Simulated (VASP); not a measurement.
Write the native input for VASP 6.6.1 that does the following.

- Task: single point
- Functional: BLYP
- Potentials or basis: VASP PAW PBE potentials, release 64 (Te)
- Cutoff: 520 eV
- k mesh: 13 × 13 × 13
- Occupations: fermi-dirac, width 0.1 eV
- Spin: no spin polarisation
- Dipole correction: no
- Further INCAR settings: ALGO = Normal; EDIFF = 1e-07; NBANDS = 9

The structure of Te lies in POSCAR:

```
Te
1.0
   -1.9179988680      1.9179988680      1.9179988680
    1.9179988680     -1.9179988680      1.9179988680
    1.9179988680      1.9179988680     -1.9179988680
Te
1
Direct
    0.0000000000      0.0000000000      0.0000000000
```

This cell differs from its parent crystal: volume scaled by 0.88.

These files were run (other wordings do the same):

INCAR

```
SYSTEM = Te
PREC = Accurate ; ENCUT = 520
EDIFF = 1E-7 ; ISMEAR = -1
SIGMA = 0.1 ; LREAL = .FALSE.
LASPH = .TRUE. ; NELM = 100
ALGO = Normal ; ISIF = 2
LWAVE = .FALSE. ; LCHARG = .FALSE.
GGA = B5 ; ALDAX = 1.0
AGGAX = 1.0 ; AGGAC = 1.0
ALDAC = 0.0 ; NBANDS = 9
```

KPOINTS

```
Automatic mesh
0
G
  13 13 13
  0 0 0
```

Potentials or basis: VASP PAW PBE potentials, release 64 (Te).

The run is started by

```bash
$ cat potpaw_PBE.64/Te/POTCAR > POTCAR
$ mpirun -np 1 vasp_std > vasp.out
```

Results of the run:

| Item | Value |
| --- | --- |
| Pressure | 6.7 GPa |
| Band gap on the k mesh | zero (band 3 reaches 11.34 eV, above the bottom of band 4 at 5.52 eV) |

Caveat: the PAW data sets were made with another functional, which shifts forces and pressure a little; spin-orbit coupling is left out, which moves the levels of the heavy elements.

Run time: 27 s on 1 thread of Intel(R) Xeon(R) Platinum 8259CL CPU @ 2.50GHz (Skylake/Cascade Lake), with other jobs on the host, peak memory 0.17 GiB.
